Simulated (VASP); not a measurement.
Wanted: the native input for a VASP 6.6.1 run.

- Task: single point
- Functional: PBE
- Potentials or basis: VASP PAW PBE potentials, release 64 (Al, N)
- Cutoff: 520 eV
- k mesh: 10 × 10 × 10
- Occupations: gaussian, width 0.05 eV
- Spin: no spin polarisation
- Dipole correction: no
- Further INCAR settings: ALGO = Normal; EDIFF = 1e-07; NBANDS = 11

The structure of AlN lies in POSCAR:

```
AlN
1.0
    0.0000000000      1.9614898699      2.7735466761
    1.9614898699      0.0000000000      2.7735466761
    1.9614898699      1.9614898699      0.0000000000
Al N
1 1
Direct
    0.0000000000      0.0000000000      0.0000000000
    0.7500000000      0.7500000000      0.7500000000
```

This cell differs from its parent crystal: ratio of the length along z to the lengths across it x 1.414, volume and fractional coordinates fixed.

One way to write it, as run:

INCAR

```
SYSTEM = AlN
  PREC = Accurate
  ENCUT = 520
  EDIFF = 1E-7
  ISMEAR = 0
  SIGMA = 0.05
  LREAL = .FALSE.
  LASPH = .TRUE.
  NELM = 80
  ALGO = Normal
  ISIF = 2
  LWAVE = .FALSE.
  LCHARG = .FALSE.
  GGA = PE
  NBANDS = 11
```

KPOINTS

```
regular mesh
0
G
  10 10 10
  0 0 0
```

Potentials or basis: VASP PAW PBE potentials, release 64 (Al, N).

Command:

```sh
$ cat potpaw_PBE.64/Al/POTCAR potpaw_PBE.64/N/POTCAR > POTCAR
$ mpirun -np 1 vasp_std > vasp.out
```

Results of the run:

```
Pressure               : -4.4 GPa
Band gap on the k mesh : 0.95 eV, indirect (least direct gap 1.30 eV)
```

Wall time 9.8 s on 1 thread of Intel(R) Xeon(R) 6975P-C (Granite Rapids), on a shared host, peak memory 0.16 GiB.
